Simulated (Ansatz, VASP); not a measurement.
# PbS in VASP and in Ansatz

```
Pb S
1.0
     0.00000    3.05395    3.05395
     3.05395    0.00000    3.05395
     3.05395    3.05395    0.00000
Pb S
1 1
Direct
  0.00000 0.00000 0.00000
  0.50000 0.50000 0.50000
```

Change from the starting cell: strain +0.030 along x and y, +0.030 along z, atoms carried along.

Alike in both runs: task single point; functional r2SCAN; k mesh 8 × 8 × 8; occupations gaussian, width 0.05 eV; no spin polarisation.

```csv
,VASP,Ansatz
version,VASP 6.6.1,Ansatz 0.2.0
potentials or method,"VASP PAW PBE potentials, release 64 (Pb_d, S), cutoff 520 eV","scalar-relativistic, plane waves, PAW"
valence electrons in the cell,20,20
```

|  | VASP | Ansatz | Ansatz less VASP |
| --- | --- | --- | --- |
| gap on the k mesh at the Fermi level (eV) | 0.92 | 0.91 | -0.008 |
| least direct gap on the mesh (eV) | 0.92 | 0.91 | -0.008 |
| pressure (GPa) | -3.4 | -3.3 | +0.03 |

VASP's potentials were made for PBE, not for r2SCAN. The functional is the same, so the differences come from potentials, cutoffs and numerics.

Spin-orbit coupling is off throughout.
